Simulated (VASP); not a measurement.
GaN: band structure with TB-mBJ

GaN:

```
CELL_PARAMETERS angstrom
3.18000 0.00000 0.00000
-1.59000 2.75396 0.00000
0.00000 0.00000 5.16600
ATOMIC_POSITIONS crystal
Ga 0.66667 0.33333 0.50000
Ga 0.33333 0.66667 0.00000
N 0.66667 0.33333 0.87500
N 0.33333 0.66667 0.37500
```

```json
{
  "Program": "VASP 6.6.1",
  "Task": "band structure",
  "Functional": "TB-mBJ",
  "Potentials or basis": "VASP PAW PBE potentials, release 64 (Ga_d, N)",
  "Cutoff": "460 eV",
  "k mesh": "7 × 7 × 4",
  "Occupations": "gaussian, width 0.03 eV",
  "Spin": "no spin polarisation",
  "Tolerance level": "standard",
  "Purpose": "bands",
  "Route": "KPOINTS_OPT",
  "Further INCAR settings": "ALGO = Normal; EDIFF = 1e-06; NBANDS = 32"
}
```

```json
{
  "Band gap on the k mesh": "3.15 eV",
  "Band gap along the path": "3.15 eV"
}
```

Levels at the corners of the path, in eV from the valence-band top:
| point | band 15 | band 16 | band 17 | band 18 | band 19 | band 20 | band 21 | band 22 |
| --- | --- | --- | --- | --- | --- | --- | --- | --- |
| Γ | -0.98 | -0.04 | 0.00 | 0.00 | 3.15 | 5.73 | 10.71 | 11.38 |
| M | -3.91 | -2.60 | -2.00 | -0.93 | 6.52 | 6.88 | 7.35 | 10.17 |
| M | -3.91 | -2.60 | -2.00 | -0.93 | 6.52 | 6.88 | 7.35 | 10.17 |
| K | -4.85 | -2.78 | -2.78 | -2.49 | 6.50 | 9.28 | 9.28 | 9.78 |
| K | -4.85 | -2.78 | -2.78 | -2.49 | 6.50 | 9.28 | 9.28 | 9.78 |
| Γ | -0.98 | -0.04 | 0.00 | 0.00 | 3.15 | 5.73 | 10.71 | 11.38 |
| Γ | -0.98 | -0.04 | 0.00 | 0.00 | 3.15 | 5.73 | 10.71 | 11.38 |
| A | -0.50 | -0.50 | -0.50 | -0.50 | 5.51 | 5.51 | 9.94 | 9.94 |
| A | -0.50 | -0.50 | -0.50 | -0.50 | 5.51 | 5.51 | 9.94 | 9.94 |
| L | -1.82 | -1.82 | -1.79 | -1.79 | 5.78 | 5.78 | 9.26 | 9.26 |
| L | -1.82 | -1.82 | -1.79 | -1.79 | 5.78 | 5.78 | 9.26 | 9.26 |
| H | -3.84 | -3.84 | -1.41 | -1.41 | 7.84 | 7.84 | 8.62 | 8.62 |
| H | -3.84 | -3.84 | -1.41 | -1.41 | 7.84 | 7.84 | 8.62 | 8.62 |
| A | -0.50 | -0.50 | -0.50 | -0.50 | 5.51 | 5.51 | 9.94 | 9.94 |
| L | -1.82 | -1.82 | -1.79 | -1.79 | 5.78 | 5.78 | 9.26 | 9.26 |
| M | -3.91 | -2.60 | -2.00 | -0.93 | 6.52 | 6.88 | 7.35 | 10.17 |
| K | -4.85 | -2.78 | -2.78 | -2.49 | 6.50 | 9.28 | 9.28 | 9.78 |
| H | -3.84 | -3.84 | -1.41 | -1.41 | 7.84 | 7.84 | 8.62 | 8.62 |

It took 76 s on 2 MPI ranks on Intel(R) Xeon(R) Platinum 8259CL CPU @ 2.50GHz (Skylake/Cascade Lake) (shared host), peak memory 0.18 GiB a rank.
